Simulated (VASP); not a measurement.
## TiAl: single point with r2SCAN

Crystal: TiAl.

```xyz
2
Lattice="3.2414 0.0000 0.0000 0.0000 3.2414 0.0000 0.0000 0.0000 3.2414" Properties=species:S:1:pos:R:3 pbc="T T T"
Ti    0.0000    0.0000    0.0000
Al    1.6207    1.6207    1.6207
```

```
Program             : VASP 6.6.1
Task                : single point
Functional          : r2SCAN
Potentials or basis : VASP PAW PBE potentials, release 64 (Ti_sv, Al)
Cutoff              : 520 eV
k mesh              : 8 × 8 × 8
Occupations         : fermi-dirac, width 0.05 eV
Spin                : no spin polarisation
```

- Pressure: -6.6 GPa

Levels at points of the mesh, in eV from the Fermi level:
| k point | band 5 | band 6 | band 7 | band 8 | band 9 | band 10 |
| --- | --- | --- | --- | --- | --- | --- |
| (0.00, 0.00, 0.00) | -9.59 | -1.47 | -1.47 | 1.91 | 1.91 | 1.91 |
| (0.50, 0.00, 0.00) | -6.35 | -5.41 | -0.59 | 0.27 | 0.27 | 2.10 |
| (0.50, 0.50, 0.00) | -5.07 | -2.37 | -2.37 | -1.55 | 0.84 | 0.84 |
| (0.50, 0.50, 0.50) | -3.08 | -3.08 | -3.08 | 0.59 | 2.67 | 2.67 |

It took 58 s on 1 thread of Intel Xeon 8259CL (shared host), peak memory 0.15 GiB.

Caveat: the PAW data sets were made with another functional, which shifts forces and pressure a little.
